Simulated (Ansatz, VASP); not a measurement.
LiF: VASP beside Ansatz

```
CELL_PARAMETERS angstrom
3.12591 0.00000 0.00000
-1.56296 2.70712 0.00000
0.00000 0.00000 4.90188
ATOMIC_POSITIONS crystal
Li 0.33333 0.66667 0.38107
Li 0.66667 0.33333 0.88107
F 0.33333 0.66667 0.99393
F 0.66667 0.33333 0.49393
```

Alike in both runs: task single point; functional PBE; k mesh 9 × 9 × 6; occupations gaussian, width 0.05 eV; no spin polarisation.

|  | VASP | Ansatz |
| --- | --- | --- |
| version | VASP 6.6.1 | Ansatz 0.2.0 |
| potentials or method | VASP PAW PBE potentials, release 64 (Li_sv, F), cutoff 520 eV | scalar-relativistic, plane waves, PAW |
| valence electrons in the cell | 20 | 20 |

```csv
,VASP,Ansatz,Ansatz less VASP
gap on the k mesh at the Fermi level (eV),7.59,7.60,+0.012
least direct gap on the mesh (eV),7.59,7.60,+0.012
```

The functional is the same, so the differences come from potentials, cutoffs and numerics.

Noted on VASP's run: the cutoff is short for stress, so the pressure is rough.
